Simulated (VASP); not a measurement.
# GaB (P4/mmm) in VASP: a series of runs, part 2 of 2

VASP 6.6.1. The steps go on from the part before.

### 3 Single point, PBEsol-based global hybrid with 25 % exact exchange

This run uses another cell than the first one, of 11.96 Å³/atom.

POSCAR reads:

```
GaB
1.0
    2.7182400000      0.0000000000      0.0000000000
    0.0000000000      2.7182400000      0.0000000000
    0.0000000000      0.0000000000      3.2362100000
Ga B
1 1
Direct
    0.5000000000      0.5000000000      0.5000000000
    0.0000000000      0.0000000000      0.0000000000
```

INCAR.step1 reads:

```
PREC = Accurate
ENCUT = 520
EDIFF = 1E-5
ISMEAR = -1
SIGMA = 0.05
LREAL = False
LASPH = True
NELM = 60
ALGO = Normal
ISIF = 2
LWAVE = True
LCHARG = False
NBANDS = 15
GGA = PE
```

INCAR.step2 reads:

```
PREC = Accurate
ENCUT = 520
EDIFF = 1E-7
ISMEAR = -1
SIGMA = 0.05
LREAL = False
LASPH = True
NELM = 60
ALGO = Normal
ISIF = 2
LWAVE = False
LCHARG = False
GGA = PS
LHFCALC = True
AEXX = 0.25
PRECFOCK = Normal
NBANDS = 15
ISTART = 1
```

KPOINTS reads:

```
Automatic mesh
0
Gamma
  5 5 4
```

Potentials or basis: VASP PAW PBE potentials, release 64 (Ga_d, B).

Command:

```sh
$ cat potpaw_PBE.64/Ga_d/POTCAR potpaw_PBE.64/B/POTCAR > POTCAR
$ cp INCAR.step1 INCAR
$ mpirun -np 1 vasp_std > vasp.out
$ cp INCAR.step2 INCAR
$ mpirun -np 1 vasp_std > vasp.out
```

It took 4.5 min on 1 thread of Intel Xeon 6975P-C (Granite Rapids), shared host; peak memory 0.14 GiB.

The run converged. Its results:

```
Free energy            : -9.3047 eV
Pressure               : -7.2 GPa
Band gap on the k mesh : zero (bands 8 and 9 overlap by 8.70 eV)
```

Stress tensor (GPa, compression positive):
```
-6.12  0.00  0.00
 0.00 -6.12  0.00
 0.00  0.00 -9.36
```

Levels at points of the mesh, in eV from the Fermi level:
| k point | band 6 | band 7 | band 8 | band 9 | band 10 | band 11 |
| --- | --- | --- | --- | --- | --- | --- |
| (0.00, 0.00, 0.00) | -15.58 | -2.51 | 2.64 | 3.52 | 3.52 | 10.16 |
| (0.00, 0.00, 0.50) | -11.77 | -11.75 | 5.54 | 5.54 | 9.58 | 10.79 |

Caveat: the k points lie up to 0.49 Å⁻¹ apart, too coarse for converged energies and pressures of a metal; the PAW data sets were made with another functional, which shifts forces and pressure a little.

### 4 Single point, B3LYP

This run uses another cell than the first one, of 11.96 Å³/atom.

POSCAR is that of step 3.

INCAR.step1 reads:

```
SYSTEM = GaB
PREC = Accurate ; ENCUT = 520
EDIFF = 1E-5 ; ISMEAR = -1
SIGMA = 0.05 ; LREAL = .False.
LASPH = .True. ; NELM = 60
ALGO = Normal ; ISIF = 2
LWAVE = .True. ; LCHARG = .False.
NBANDS = 15 ; GGA = PE
```

INCAR.step2 reads:

```
SYSTEM = GaB
PREC = Accurate ; ENCUT = 520
EDIFF = 1E-6 ; ISMEAR = -1
SIGMA = 0.05 ; LREAL = .False.
LASPH = .True. ; NELM = 60
ALGO = Normal ; ISIF = 2
LWAVE = .False. ; LCHARG = .False.
GGA = B3 ; LHFCALC = .True.
AEXX = 0.2 ; AGGAX = 0.72
AGGAC = 0.81 ; ALDAC = 0.19
PRECFOCK = Normal ; NBANDS = 15
ISTART = 1
```

KPOINTS reads:

```
regular mesh
0
Gamma
  5 5 4
  0 0 0
```

Potentials or basis: VASP PAW PBE potentials, release 64 (Ga_d, B).

Command:

```sh
$ cat potpaw_PBE.64/Ga_d/POTCAR potpaw_PBE.64/B/POTCAR > POTCAR
$ cp INCAR.step1 INCAR
$ mpirun -np 1 vasp_std > vasp.out
$ cp INCAR.step2 INCAR
$ mpirun -np 1 vasp_std > vasp.out
```

OUTCAR:

```text
SYSTEM = GaB
   PREC = Accurate
   ENCUT = 520
   EDIFF = 1E-6
   ISMEAR = -1
   LREAL = .False.
   LASPH = .True.
   NELM = 60
   ISIF = 2
   GGA = B3
   LHFCALC = .True.
   AEXX = 0.2
   PRECFOCK = Normal
   ISTART = 1

 ion  position               nearest neighbor table
   1  0.500  0.500  0.500-   2 2.51   2 2.51   2 2.51   2 2.51   2 2.51   2 2.51   2 2.51   2 2.51

   2  0.000  0.000  0.000-   1 2.51   1 2.51   1 2.51   1 2.51   1 2.51   1 2.51   1 2.51   1 2.51

  LATTYP: Found a simple tetragonal cell.
 ALAT       =     2.7182400000
 C/A-ratio  =     1.1905534463

  Lattice vectors:

 A1 = (   2.7182400000,   0.0000000000,   0.0000000000)
 A2 = (   0.0000000000,   2.7182400000,   0.0000000000)
 A3 = (   0.0000000000,   0.0000000000,   3.2362100000)

Analysis of symmetry for initial positions (statically):
=====================================================================
 Subroutine PRICEL returns:
 Original cell was already a primitive cell.

 Routine SETGRP: Setting up the symmetry group for a
 simple tetragonal supercell.

 Subroutine GETGRP returns: Found 16 space group operations
 (whereof 16 operations were pure point group operations)
 out of a pool of 16 trial point group operations.

The static configuration has the point symmetry D_4h.

Analysis of symmetry for dynamics (positions and initial velocities):
=====================================================================
 Subroutine PRICEL returns:
 Original cell was already a primitive cell.

 Routine SETGRP: Setting up the symmetry group for a
 simple tetragonal supercell.

 Subroutine GETGRP returns: Found 16 space group operations
 (whereof 16 operations were pure point group operations)
 out of a pool of 16 trial point group operations.

The dynamic configuration has the point symmetry D_4h.

 Subroutine INISYM returns: Found 16 space group operations
 (whereof 16 operations are pure point group operations),
 and found     1 'primitive' translations

[... 121 lines left out ...]
   HFSCREENC=   0.0000 screening length for correlation (either q_TF or 0.3 A-1)
   ENCUTFOCK=  -1.0 apply spherical cutoff to Coloumb kernel
   IVDW    =     0    specifies the selected vdW correction
   LEPSILON=     F    determine dielectric tensor
   LRPA    =     F    only Hartree local field effects (RPA)
 non-spin polarized calculation
  energy-cutoff  :      520.00
  volume of cell :       23.91
 maximum number of plane-waves:       654
  NGX = 16; NGY = 16; NGZ = 20

 number of electron      16.0000024 magnetization

 Free energy of the ion-electron system (eV)
  ---------------------------------------------------
  ext. energy  EPLUGINS =         0.00000000
  ---------------------------------------------------
  free energy    TOTEN  =        -6.88369802 eV

  energy without entropy =       -6.87810632  energy(sigma->0) =       -6.88090217

 E-fermi :   7.1707     XC(G=0):  -9.4841

 val. band max:        7.1705342840   @ k =   0.4000   0.4000   0.2500
 cond. band min:       7.8262908855   @ k =   0.2000   0.2000   0.2500
 fundamental gap:      0.6557566016
 Fermi energy:         7.1706727425

 k-point     1 :       0.0000    0.0000    0.0000
  band No.  band energies     occupation
      1     -11.0728      2.00000
      2     -10.9092      2.00000
      3     -10.6247      2.00000
      4     -10.6247      2.00000
      5     -10.5658      2.00000
      6      -7.8827      2.00000
      7       4.7907      2.00000
      8       9.5636      0.00000
      9      10.4137      0.00000
     10      10.4137      0.00000
     11      17.3694      0.00000
     12      17.6988      0.00000
     13      21.5118      0.00000
     14      22.7093      0.00000
[... 293 lines left out ...]
      2     -10.8779      2.00000
      3     -10.8628      2.00000
      4     -10.5501      2.00000
      5     -10.4916      2.00000
      6       2.2030      2.00000
      7       3.0695      2.00000
      8       5.7856      2.00000
      9       6.0804      2.00000
     10       8.1517      0.00000
     11       8.2612      0.00000
     12      11.7218      0.00000
     13      12.6764      0.00000
     14      26.5590      0.00000
     15      30.8573      0.00000

------------------------ aborting loop because EDIFF is reached ----------------------------------------

  FORCE on cell =-STRESS in cart. coord.  units (eV):
  Direction    XX          YY          ZZ          XY          YZ          ZX
  --------------------------------------------------------------------------------------
  -------------------------------------------------------------------------------------
  Total        0.4797541      0.4797541     -0.0594899      0.0000000      0.0000000      0.0000000
  in kB       32.1452635     32.1452635     -3.9860369      0.0000000      0.0000000      0.0000000
  external PRESSURE =      20.1014967 kB  Pullay stress =       0.0000000 kB

 VOLUME and BASIS-vectors are now :
 -----------------------------------------------------------------------------
  energy-cutoff  :      520.00
  volume of cell :       23.91
      direct lattice vectors                 reciprocal lattice vectors
     2.718240000  0.000000000  0.000000000     0.367885102  0.000000000  0.000000000
     0.000000000  2.718240000  0.000000000     0.000000000  0.367885102  0.000000000
     0.000000000  0.000000000  3.236210000     0.000000000  0.000000000  0.309003433

 POSITION                                       TOTAL-FORCE (eV/Angst)
 -----------------------------------------------------------------------------------
      1.35912      1.35912      1.61810         0.000000      0.000000      0.000000
      0.00000      0.00000      0.00000         0.000000      0.000000      0.000000
 -----------------------------------------------------------------------------------
    total drift:                                0.000000     -0.000000      0.000000

  FREE ENERGIE OF THE ION-ELECTRON SYSTEM (eV)
  ---------------------------------------------------
  free  energy   TOTEN  =        -6.8836980220 eV

  energy  without entropy=       -6.8781063239  energy(sigma->0) =       -6.88090217
```

OSZICAR.step1:

```text
N       E                     dE             d eps       ncg     rms          rms(c)
DAV:   1     0.674729568505E+02    0.67473E+02   -0.78860E+03   540   0.186E+03
DAV:   2    -0.302133098505E+01   -0.70494E+02   -0.65818E+02   638   0.321E+02
DAV:   3    -0.733017106802E+01   -0.43088E+01   -0.42933E+01   638   0.559E+01
DAV:   4    -0.737070333201E+01   -0.40532E-01   -0.40528E-01   645   0.600E+00
DAV:   5    -0.737109794100E+01   -0.39461E-03   -0.39461E-03   617   0.586E-01    0.213E+00
DAV:   6    -0.714874165135E+01    0.22236E+00   -0.22905E-01   776   0.110E+01    0.922E-01
DAV:   7    -0.712787991129E+01    0.20862E-01   -0.33421E-02   768   0.156E+00    0.406E-01
DAV:   8    -0.712467549805E+01    0.32044E-02   -0.38979E-03   728   0.922E-01    0.755E-02
DAV:   9    -0.712454273521E+01    0.13276E-03   -0.38731E-04   674   0.380E-01    0.157E-02
DAV:  10    -0.712454294837E+01   -0.21316E-06   -0.14934E-05   550   0.404E-02
   1 F= -.71245429E+01 E0= -.71200989E+01  d E =-.888806E-02
```

Run time: 3.8 min. Hardware: 1 thread of Intel Xeon 6975P-C (Granite Rapids), shared host; peak memory 0.13 GiB.

Results:

- Free energy: -6.8837 eV
- Pressure: 2.0 GPa
- Band gap on the k mesh: zero (bands 8 and 9 overlap by 8.18 eV)

Stress tensor (GPa, compression positive):
```
 3.21  0.00  0.00
 0.00  3.21  0.00
 0.00  0.00 -0.40
```

Caveat: the k points lie up to 0.49 Å⁻¹ apart, too coarse for converged energies and pressures of a metal; the PAW data sets were made with another functional, which shifts forces and pressure a little.

### 5 Summary

| level | cell | share of exact exchange | screening parameter | gap on the mesh (eV) | pressure (GPa) |
| --- | --- | --- | --- | --- | --- |
| HSE06 | a = 2.693, b = 2.693, c = 3.177 Å, 2 atoms | 0.25 | 0.2079 1/Å | none | 0.4 |
| PBEsol-based global hybrid with 25 % exact exchange | a = 2.718, b = 2.718, c = 3.236 Å, 2 atoms | 0.25 | - | none | -7.2 |
| B3LYP | a = 2.718, b = 2.718, c = 3.236 Å, 2 atoms | 0.2 | - | none | 2.0 |

Alike in all rows: task single point; potentials or basis VASP PAW PBE potentials, release 64 (Ga_d, B); no spin polarisation; k mesh 5 × 5 × 4; cutoff (eV) 520; smearing fermi-dirac 0.05 eV.

Caveats: all runs use coarse meshes; the PAW data sets were made with another functional, which shifts forces and pressure a little.

Absolute energies hang on the potentials; compare differences alone.
